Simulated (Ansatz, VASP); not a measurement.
Two plane-wave programs on AlN

Contents of INCAR:

```
SYSTEM = AlN
PREC = Accurate ; ENCUT = 520
EDIFF = 1E-6 ; ISMEAR = 0
SIGMA = 0.05 ; LREAL = .FALSE.
LASPH = .TRUE. ; NELM = 60
ALGO = Normal ; ISIF = 2
LWAVE = .FALSE. ; LCHARG = .FALSE.
GGA = PS ; NBANDS = 16
```

KPOINTS

```
Automatic mesh
0
G
  9 9 6
  0 0 0
```

File POSCAR:

```
AlN
1.0
    3.3001398183      0.0000000000      0.0000000000
   -1.6500699092      2.8580049187      0.0000000000
    0.0000000000      0.0000000000      4.3423239729
Al N
2 2
Direct
    0.3333333333      0.6666666667      0.7500000000
    0.6666666667      0.3333333333      0.2500000000
    0.3333333333      0.6666666667      0.2500000000
    0.6666666667      0.3333333333      0.7500000000
```

Input for Ansatz:

```yaml
crystal:
  lattice:
    - [3.3001398183, 0.0, 0.0]
    - [-1.6500699092, 2.8580049187, 0.0]
    - [0.0, 0.0, 4.3423239729]
  atoms:
    - { symbol: Al, position: [0.3333333333, 0.6666666667, 0.75] }
    - { symbol: Al, position: [0.6666666667, 0.3333333333, 0.25] }
    - { symbol: "N", position: [0.3333333333, 0.6666666667, 0.25] }
    - { symbol: "N", position: [0.6666666667, 0.3333333333, 0.75] }
basis:
  ecutwfc: 520.0
kpoints:
  mp_grid: { grid: [9, 9, 6] }
hamiltonian:
  xc: pbesol
  pseudopotentials: { kind: paw, azcp: { folder: soft_1 } }
scf:
  occupations: { method: gaussian, width: 0.05 }
output:
  forces: true
  stress: true
  eigenvalues: true
  write_density: true
  write_potential: true
  elf: true
  volumetric_format: npy
```

Alike in both runs: task single point; functional PBEsol; k mesh 9 × 9 × 6; occupations gaussian, width 0.05 eV; no spin polarisation.

```csv
,VASP,Ansatz
version,VASP 6.6.1,Ansatz 0.2.0
potentials or method,"VASP PAW PBE potentials, release 64 (Al, N), cutoff 520 eV","scalar-relativistic, plane waves, PAW"
valence electrons in the cell,16,16
```

VASP gave:

```
gap on the k mesh at the Fermi level (eV)                     : 2.87
least direct gap on the mesh (eV)                             : 2.87
pressure (GPa)                                                : -7.5
traceless stress, the component that is largest in VASP (GPa) : -3.60
```

Q: What did Ansatz give for the same quantities?

A: gap on the k mesh at the Fermi level (eV): 2.85; least direct gap on the mesh (eV): 2.85; pressure (GPa): -7.5; traceless stress, the component that is largest in VASP (GPa): -3.55.

VASP's potentials were made for PBE, not for PBEsol, and Ansatz warns of the same on its side. The functional is the same, so the differences come from potentials, cutoffs and numerics.
